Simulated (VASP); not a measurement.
A run of VASP 6.6.1 is set up as follows.

File INCAR:

```
SYSTEM = SnTe
AGGAC = 1.0 ; AGGAX = 1.0
ALDAC = 0.0 ; ALDAX = 1.0
ALGO = Normal ; EDIFF = 1E-6
ENCUT = 520 ; GGA = B5
ISIF = 2 ; ISMEAR = -1
LASPH = .True. ; LCHARG = .False.
LREAL = .False. ; LWAVE = .False.
NBANDS = 17 ; NELM = 100
PREC = Accurate ; SIGMA = 0.05
```

File KPOINTS:

```
k-points
0
Gamma
  7 7 7
  0 0 0
```

The input POSCAR:

```
SnTe
1.0
    4.0507455313      0.0000000000      0.0000000000
    0.0000000000      4.0507455313      0.0000000000
    0.0000000000      0.0000000000      4.0507455313
Te Sn
1 1
Direct
    0.5000000000      0.5000000000      0.5000000000
    0.0000000000      0.0000000000      0.0000000000
```

Potentials or basis: VASP PAW PBE potentials, release 64 (Te, Sn_d).

Command:

```console
$ cat potpaw_PBE.64/Te/POTCAR potpaw_PBE.64/Sn_d/POTCAR > POTCAR
$ mpirun -np 1 vasp_std > vasp.out
```

(1) What does it give for the band gap on the k mesh?

(2) What does it give for the pressure?

Results:

(1) zero (band 10 reaches 6.40 eV, above the bottom of band 11 at 5.69 eV).

(2) 0.0 GPa.

Caveat: the PAW data sets were made with another functional, which shifts forces and pressure a little; spin-orbit coupling is left out, which moves the levels of the heavy elements.
